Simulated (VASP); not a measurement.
A run of VASP 6.6.1 is set up as follows.

Contents of POSCAR:

```
Mg2Sn
1.0
    0.0000000000      3.3799352825      3.3799352825
    3.3799352825      0.0000000000      3.3799352825
    3.3799352825      3.3799352825      0.0000000000
Sn Mg
1 2
Direct
    0.0000000000      0.0000000000      0.0000000000
    0.2500000000      0.2500000000      0.2500000000
    0.7500000000      0.7500000000      0.7500000000
```

The input INCAR.step1:

```
PREC = Accurate
ENCUT = 520
EDIFF = 1E-5
ISMEAR = -1
SIGMA = 0.02
LREAL = F
LASPH = T
NELM = 120
ALGO = Normal
ISIF = 2
LWAVE = T
LCHARG = F
NBANDS = 16
GGA = PE
GGA_COMPAT = F
```

INCAR.step2

```
PREC = Accurate
ENCUT = 520
EDIFF = 1E-6
ISMEAR = -1
SIGMA = 0.02
LREAL = F
LASPH = T
NELM = 120
ALGO = Normal
ISIF = 2
LWAVE = F
LCHARG = F
GGA = PE
LHFCALC = T
AEXX = 0.05
PRECFOCK = Normal
NBANDS = 16
ISTART = 1
GGA_COMPAT = F
```

The input KPOINTS:

```
regular mesh
0
Gamma
  4 4 4
```

Potentials or basis: VASP PAW PBE potentials, release 64 (Sn_d, Mg).

The run is started by

```console
$ cat potpaw_PBE.64/Sn_d/POTCAR potpaw_PBE.64/Mg/POTCAR > POTCAR
$ cp INCAR.step1 INCAR
$ mpirun -np 1 vasp_std > vasp.out
$ cp INCAR.step2 INCAR
$ mpirun -np 1 vasp_std > vasp.out
```

Problem. What does it give for the band gap on the k mesh?

Solution. Zero (bands 9 and 10 overlap by 0.20 eV).

Problem. Estimate the pressure.

Solution. 0.8 GPa.

Caveat: the k points lie up to 0.40 Å⁻¹ apart; the PAW data sets were made with another functional, which shifts forces and pressure a little; spin-orbit coupling is left out, which moves the levels of the heavy elements.
